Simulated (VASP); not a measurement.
GaSb: single point with LDA

The system is GaSb.

```
CELL_PARAMETERS angstrom
0.00000 3.02507 3.02507
3.02507 0.00000 3.02507
3.02507 3.02507 0.00000
ATOMIC_POSITIONS crystal
Ga 0.00000 0.00000 0.00000
Sb 0.75000 0.75000 0.75000
```

```json
{"Program": "VASP 6.6.1", "Task": "single point", "Functional": "LDA", "Potentials or basis": "VASP PAW LDA potentials, release 64 (Ga_d, Sb)", "Cutoff": "520 eV", "k mesh": "12 × 12 × 12", "Occupations": "fermi-dirac, width 0.15 eV", "Spin": "no spin polarisation", "Dipole correction": "no", "Further INCAR settings": "ALGO = Normal; EDIFF = 1e-06; NBANDS = 16"}
```

The pressure is 0.2 GPa.

Levels at points of the mesh, in eV from the Fermi level:
| k point | band 5 | band 6 | band 7 | band 8 | band 9 | band 10 | band 11 | band 12 | band 13 | band 14 |
| --- | --- | --- | --- | --- | --- | --- | --- | --- | --- | --- |
| (0.00, 0.00, 0.00) | -15.35 | -11.95 | -0.20 | -0.20 | -0.20 | -0.08 | 2.55 | 2.55 | 2.55 | 5.45 |
| (0.50, 0.00, 0.00) | -15.35 | -10.24 | -6.77 | -1.40 | -1.40 | 0.17 | 3.52 | 3.52 | 6.10 | 9.20 |
| (0.50, 0.50, 0.00) | -15.35 | -9.37 | -7.20 | -2.89 | -2.89 | 0.60 | 0.91 | 8.60 | 8.60 | 9.99 |

Run time: 52 s on 1 thread of Intel(R) Xeon(R) Platinum 8259CL CPU @ 2.50GHz (Skylake/Cascade Lake) (shared host), peak memory 0.19 GiB.

Caveat: spin-orbit coupling is left out, which moves the levels of the heavy elements.
